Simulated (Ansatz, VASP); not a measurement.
**GaN: VASP beside Ansatz**

Contents of POSCAR:

```
GaN
1.0
    0.0000000000      2.2535006075      2.2535006075
    2.2535006075      0.0000000000      2.2535006075
    2.2535006075      2.2535006075      0.0000000000
Ga N
1 1
Direct
    0.0000000000      0.0000000000      0.0000000000
    0.2500000000      0.2500000000      0.2500000000
```

The input INCAR.step1:

```
ALGO     = Normal         # electronic algorithm
EDIFF    = 1E-5           # SCF threshold, eV
ENCUT    = 520            # plane-wave cutoff, eV
GGA      = PE             # functional
ISIF     = 2              # what is computed and relaxed
ISMEAR   = -1             # smearing method
LASPH    = True           # aspherical terms in the spheres
LCHARG   = False          # write CHGCAR
LREAL    = False          # projectors in reciprocal space
LWAVE    = True           # write WAVECAR
NBANDS   = 16             # bands
NELM     = 100            # most SCF steps
PREC     = Accurate       # precision mode
SIGMA    = 0.05           # smearing width, eV
```

Contents of INCAR.step2:

```
AEXX     = 0.35           # exact-exchange fraction
ALGO     = Normal         # electronic algorithm
EDIFF    = 1E-7           # SCF threshold, eV
ENCUT    = 520            # plane-wave cutoff, eV
GGA      = PE             # functional
HFSCREEN = 0.2078699      # screening, 1/A
ISIF     = 2              # what is computed and relaxed
ISMEAR   = -1             # smearing method
ISTART   = 1            
LASPH    = True           # aspherical terms in the spheres
LCHARG   = False          # write CHGCAR
LHFCALC  = True           # exact exchange
LREAL    = False          # projectors in reciprocal space
LWAVE    = False          # write WAVECAR
NBANDS   = 16             # bands
NELM     = 100            # most SCF steps
PREC     = Accurate       # precision mode
PRECFOCK = Normal       
SIGMA    = 0.05           # smearing width, eV
```

File KPOINTS:

```
k-points
0
Gamma
  6 6 6
```

File input.yaml:

```yaml
crystal:
  lattice:
    - [0.0, 2.2535006075, 2.2535006075]
    - [2.2535006075, 0.0, 2.2535006075]
    - [2.2535006075, 2.2535006075, 0.0]
  atoms:
    - { symbol: Ga, position: [0.0, 0.0, 0.0] }
    - { symbol: "N", position: [0.25, 0.25, 0.25] }
hamiltonian:
  xc:
    exchange: pbe
    correlation: pbe
    exx: { coeff: 0.35, omega: 0.2078699 }
  pseudopotentials: { kind: paw }
kpoints:
  mp_grid: { grid: [6, 6, 6] }
scf:
  occupations: { method: fermi_dirac, width: 0.05 }
output:
  forces: true
  stress: true
  eigenvalues: true
```

Alike in both runs: task single point; functional PBE-based screened hybrid with a share of 0.35 of exact exchange and HFSCREEN = 0.2078699; k mesh 6 × 6 × 6; occupations fermi-dirac, width 0.05 eV; no spin polarisation.

```csv
,VASP,Ansatz
version,VASP 6.6.1,Ansatz 0.2.0
potentials or method,"VASP PAW PBE potentials, release 64 (Ga_d, N)",Ansatz PAW
plane-wave cutoff (eV),520,420
valence electrons in the cell,18,18
```

```tsv
	VASP	Ansatz	Ansatz less VASP
gap on the k mesh at the Fermi level (eV)	3.51	3.49	-0.021
least direct gap on the mesh (eV)	3.51	3.49	-0.021
pressure (GPa)	-3.7	-3.5	+0.15
```

VASP's potentials were made for PBE, not for PBE-based screened hybrid. With one functional, cell and mesh, what is left measures potentials, basis and numerics.
